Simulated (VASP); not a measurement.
A run of VASP 6.6.1 is set up as follows.

Contents of INCAR:

```
ALGO     = Normal         # electronic algorithm
EDIFF    = 1E-6           # SCF threshold, eV
ENCUT    = 520            # plane-wave cutoff, eV
GGA      = PE             # functional
ISIF     = 2              # what is computed and relaxed
ISMEAR   = 0              # smearing method
LASPH    = T              # aspherical terms in the spheres
LCHARG   = F              # write CHGCAR
LREAL    = F              # projectors in reciprocal space
LWAVE    = F              # write WAVECAR
NBANDS   = 19             # bands
NELM     = 60             # most SCF steps
PREC     = Accurate       # precision mode
SIGMA    = 0.05           # smearing width, eV
```

KPOINTS

```
k-points
0
Gamma
  6 6 6
```

Contents of POSCAR:

```
SrCl2
1.0
    0.0000000000      3.5569762428      3.3897983594
    3.5569762428      0.0000000000      3.3897983594
    3.5569762428      3.5569762428      0.0000000000
Sr Cl
1 2
Direct
    0.0000000000      0.0000000000      0.0000000000
    0.2500000000      0.2500000000      0.2500000000
    0.7500000000      0.7500000000      0.7500000000
```

Potentials or basis: VASP PAW PBE potentials, release 64 (Sr_sv, Cl).

Command:

```bash
$ cat potpaw_PBE.64/Sr_sv/POTCAR potpaw_PBE.64/Cl/POTCAR > POTCAR
$ mpirun -np 1 vasp_std > vasp.out
```

**Question.** Predict the pressure.

**Answer.** 0.7 GPa.

**Question.** Estimate the band gap on the k mesh.

**Answer.** 5.03 eV, indirect (least direct gap 5.29 eV).

Stress tensor (GPa, compression positive):
```
-0.12  0.00  0.00
 0.00 -0.12  0.00
 0.00  0.00  2.37
```

 A k mesh can miss the band edges.
